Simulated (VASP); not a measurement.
A run of VASP 6.6.1:

INCAR

```
  PREC = Accurate
  ENCUT = 520
  EDIFF = 1E-6
  ISMEAR = 0
  SIGMA = 0.1
  LREAL = F
  LASPH = T
  NELM = 100
  ALGO = Normal
  ISIF = 2
  LWAVE = F
  LCHARG = F
  GGA = PE
  NBANDS = 30
```

Contents of KPOINTS:

```
regular mesh
0
Gamma
  10 10 10
```

POSCAR

```
In3Se
1.0
    5.0256435820      0.0000000000      0.0000000000
    0.0000000000      5.0256435820      0.0000000000
    0.0000000000      0.0000000000      5.0256435820
In Se
3 1
Direct
    0.0000000000      0.5000000000      0.5000000000
    0.5000000000      0.0000000000      0.5000000000
    0.5000000000      0.5000000000      0.0000000000
    0.0000000000      0.0000000000      0.0000000000
```

Potentials or basis: VASP PAW PBE potentials, release 64 (In_d, Se).

Run with:

```sh
$ cat potpaw_PBE.64/In_d/POTCAR potpaw_PBE.64/Se/POTCAR > POTCAR
$ mpirun -np 1 vasp_std > vasp.out
```

Hardware: 1 thread of Intel(R) Xeon(R) 6975P-C (Granite Rapids) (shared host).

Problem. How long does it take, and how much memory?

Solution. Wall time 83 s on 1 thread of Intel(R) Xeon(R) 6975P-C (Granite Rapids) (shared host), peak memory 0.35 GiB. Counts: scf iterations 13, k points 56.
